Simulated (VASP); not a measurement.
Mg: relaxation of shape and atoms at fixed volume with r2SCAN

Crystal: Mg.

```xyz
2
Lattice="2.9074 0.0000 0.0000 -1.4537 2.5179 0.0000 0.0000 0.0000 4.6876" Properties=species:S:1:pos:R:3 pbc="T T T"
Mg    0.0000    1.6786    1.1719
Mg    1.4537    0.8393    3.5157
```

This cell differs from its parent crystal: volume scaled by 0.760.

| Property | Result |
| --- | --- |
| Program | VASP 6.6.1 |
| Task | relaxation of shape and atoms at fixed volume |
| Functional | r2SCAN |
| Potentials or basis | VASP PAW PBE potentials, release 64 (Mg) |
| Cutoff | 600 eV |
| k mesh | 18 × 18 × 10 |
| Occupations | gaussian, width 0.05 eV |
| Spin | no spin polarisation |
| Dipole correction | no |
| Further INCAR settings | ALGO = Normal; EDIFF = 1e-06; IBRION = 2; EDIFFG = -0.01; NSW = 60; ISIF = 4 |

* Pressure after relaxing: 18.1 GPa
* Band gap on the k mesh: zero (band 2 reaches 5.33 eV, above the bottom of band 3 at 3.23 eV)

Final structure:
```
Mg
1.0
     2.90738    0.00000    0.00000
    -1.45369    2.51787    0.00000
     0.00000    0.00000    4.68758
Mg
2
Cartesian
  0.0000 1.6786 1.1719
  1.4537 0.8393 3.5157
```

Levels at points of the mesh, in eV from the Fermi level:
| k point | band 1 | band 2 | band 3 | band 4 | band 5 |
| --- | --- | --- | --- | --- | --- |
| (0.00, 0.00, 0.00) | -8.79 | -2.37 | -1.14 | 13.42 | 13.42 |
| (0.50, 0.00, 0.00) | -2.96 | -2.53 | 3.21 | 3.33 | 4.59 |
| (0.00, 0.00, 0.50) | -6.99 | -6.99 | 6.45 | 6.45 | 14.23 |
| (0.50, 0.00, 0.50) | -1.62 | -1.62 | -0.35 | -0.35 | 9.55 |

It took 2.4 min on 1 thread of Oxide Virtual Turin-like Processor, with other jobs on the host, peak memory 0.18 GiB.

Caveat: the relaxation stopped at its first step, so nothing moved; the PAW data sets were made with another functional, which shifts forces and pressure a little.
